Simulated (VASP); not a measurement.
Input of a VASP 6.6.1 run:

INCAR

```
SYSTEM = Be7Te
PREC = Accurate
ENCUT = 600
EDIFF = 1E-6
ISMEAR = 0
SIGMA = 0.1
LREAL = .False.
LASPH = .True.
NELM = 60
ALGO = Normal
ISIF = 3
LWAVE = .False.
LCHARG = .False.
GGA = PE
IBRION = 2
NSW = 90
EDIFFG = -0.04
```

File KPOINTS:

```
Automatic mesh
0
Gamma
  6 6 4
  0 0 0
```

Contents of POSCAR:

```
Be7Te
1.0
    5.5152569400      0.0000000000      0.0000000000
   -2.7576284700      4.7763526200      0.0000000000
    0.0000000000      0.0000000000      4.3163989200
Be Te
7 1
Direct
    0.0084132500      0.5042066200      0.0000000000
    0.4957933800      0.9915867500      0.0000000000
    0.4957933800      0.5042066200      0.0000000000
    0.1697076500      0.8302923500      0.5000000000
    0.1697076500      0.3394153000      0.5000000000
    0.6605847000      0.8302923500      0.5000000000
    0.6666666700      0.3333333300      0.5000000000
    0.0000000000      0.0000000000      0.0000000000
```

Potentials or basis: VASP PAW PBE potentials, release 64 (Be, Te).

The run is started by

```sh
$ cat potpaw_PBE.64/Be/POTCAR potpaw_PBE.64/Te/POTCAR > POTCAR
$ mpirun -np 1 vasp_std > vasp.out
```

Problem. What does it give for the space group after relaxing (to 0.05 Å)?

Solution. P-6m2 (No. 187).

Problem. Estimate the relaxed volume.

Solution. 11.34 Å³/atom.

Stress tensor (GPa, compression positive):
```
 0.14  0.00  0.00
 0.00  0.14  0.00
 0.00  0.00 -0.08
```

Caveat: the k points lie up to 0.41 Å⁻¹ apart in the final cell; the volume moved by over 15 % at a fixed basis, so the end points are rough.
